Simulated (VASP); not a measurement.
Wanted: the native input for a VASP 6.6.1 run.

```yaml
Task: single point
Functional: PBE
Potentials_or_basis: VASP PAW PBE potentials, release 64 (Pb_d, S)
Cutoff: 500 eV
k_mesh: 12 × 12 × 12
Occupations: gaussian, width 0.03 eV
Spin: no spin polarisation
Dipole_correction: no
Further_INCAR_settings: ALGO = Normal; EDIFF = 1e-06; NBANDS = 17
```

The structure of PbS (rock salt) lies in POSCAR:

```
PbS
1.0
    0.0000000000      3.0166643870      3.0166643870
    3.0166643870      0.0000000000      3.0166643870
    3.0166643870      3.0166643870      0.0000000000
Pb S
1 1
Direct
    0.0000000000      0.0000000000      0.0000000000
    0.5000000000      0.5000000000      0.5000000000
```

This cell differs from its parent crystal: volume scaled by 1.05.

One way to write it, as run:

INCAR

```
SYSTEM = PbS
PREC = Accurate ; ENCUT = 500
EDIFF = 1E-6 ; ISMEAR = 0
SIGMA = 0.03 ; LREAL = .False.
LASPH = .True. ; NELM = 120
ALGO = Normal ; ISIF = 2
LWAVE = .False. ; LCHARG = .False.
GGA = PE ; NBANDS = 17
GGA_COMPAT = .False.
```

KPOINTS

```
regular mesh
0
Gamma
  12 12 12
  0 0 0
```

Potentials or basis: VASP PAW PBE potentials, release 64 (Pb_d, S).

The run is started by

```bash
$ cat potpaw_PBE.64/Pb_d/POTCAR potpaw_PBE.64/S/POTCAR > POTCAR
$ mpirun -np 1 vasp_std > vasp.out
```

It gave:

```json
{
 "Pressure": "-0.7 GPa",
 "Band gap on the k mesh": "0.54 eV, direct"
}
```

Caveat: spin-orbit coupling is left out, which moves the levels of the heavy elements.

Run time: 91 s on 1 thread of AMD EPYC 7R13 (shared host), peak memory 0.18 GiB.
